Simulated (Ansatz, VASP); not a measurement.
# YbB2 in VASP and in Ansatz

```
Yb B
1.0
     3.22943    0.00000    0.00000
    -1.61471    2.79676    0.00000
     0.00000    0.00000    3.84631
Yb B
1 2
Direct
  0.00000 0.00000 0.00000
  0.33333 0.66667 0.50000
  0.66667 0.33333 0.50000
```

Alike in both runs: task single point; functional PBEsol; k mesh 12 × 12 × 10; occupations gaussian, width 0.05 eV; no spin polarisation.

```csv
,VASP,Ansatz
version,VASP 6.6.1,Ansatz 0.2.0
potentials or method,"VASP PAW PBE potentials, release 64 (Yb, B), cutoff 520 eV","scalar-relativistic, plane waves, PAW"
valence electrons in the cell,30,30
```

|  | VASP | Ansatz | Ansatz less VASP |
| --- | --- | --- | --- |
| gap on the k mesh at the Fermi level (eV) | none | none | - |
| pressure (GPa) | -4.2 | -4.7 | -0.45 |
| traceless stress, the component that is largest in VASP (GPa) | -0.63 | -0.65 | -0.019 |

VASP's potentials were made for PBE, not for PBEsol. A gap of «none» marks a metal or a gap that the smearing closes.

Neither program's run includes spin-orbit coupling.
